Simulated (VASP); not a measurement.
Crystal: BiS4.

```
Bi S
1.0
     4.81869    0.00000    0.00000
     0.00000    4.81869    0.00000
     0.00000    0.00000    4.81869
Bi S
1 4
Cartesian
  2.4093 2.4093 2.4093
  0.0000 2.4093 2.4093
  2.4093 2.4093 0.0000
  2.4093 0.0000 2.4093
  0.0000 0.0000 0.0000
```

The cell was built from a structure type or drawn by symmetry, and may not be a known phase.

| Quantity | Value |
| --- | --- |
| Program | VASP 6.6.1 |
| Task | relaxation of cell and atoms |
| Functional | PBE |
| Potentials or basis | VASP PAW PBE potentials, release 64 (Bi_d, S) |
| Cutoff | 600 eV |
| k mesh | 4 × 4 × 4 |
| Occupations | gaussian, width 0.1 eV |
| Spin | no spin polarisation |

At the start: pressure 15.8 GPa; volume 22.38 Å³/atom.

Task: Where does the relaxation end?

Result: Over 3 steps the energy falls by 219.7 meV/atom and the volume is 27.84 Å³/atom (+24.4 %); space group Pm-3m (No. 221, to 0.1 Å) before and after.

The path:
```tsv
step	energy change (eV)	largest force (eV/Å)	pressure (GPa)	volume (Å³)
1	0.0000	0.0000	15.84	111.89
2	-0.9923	0.0000	-2.58	151.68
3	-1.0986	0.0000	0.14	139.21
```

Final structure:
```cif
data_structure
_symmetry_space_group_name_H-M 'P 1'
_symmetry_Int_Tables_number 1
_cell_length_a 5.1828
_cell_length_b 5.1828
_cell_length_c 5.1828
_cell_angle_alpha 90.000
_cell_angle_beta 90.000
_cell_angle_gamma 90.000
_cell_volume 139.21
loop_
_atom_site_label
_atom_site_type_symbol
_atom_site_fract_x
_atom_site_fract_y
_atom_site_fract_z
_atom_site_occupancy
Bi1 Bi 0.50000 0.50000 0.50000 1
S1 S 0.00000 0.50000 0.50000 1
S2 S 0.50000 0.50000 0.00000 1
S3 S 0.50000 0.00000 0.50000 1
S4 S 0.00000 0.00000 0.00000 1
```

Caveat: the volume moved by over 15 % at a fixed basis, so the end points are rough.
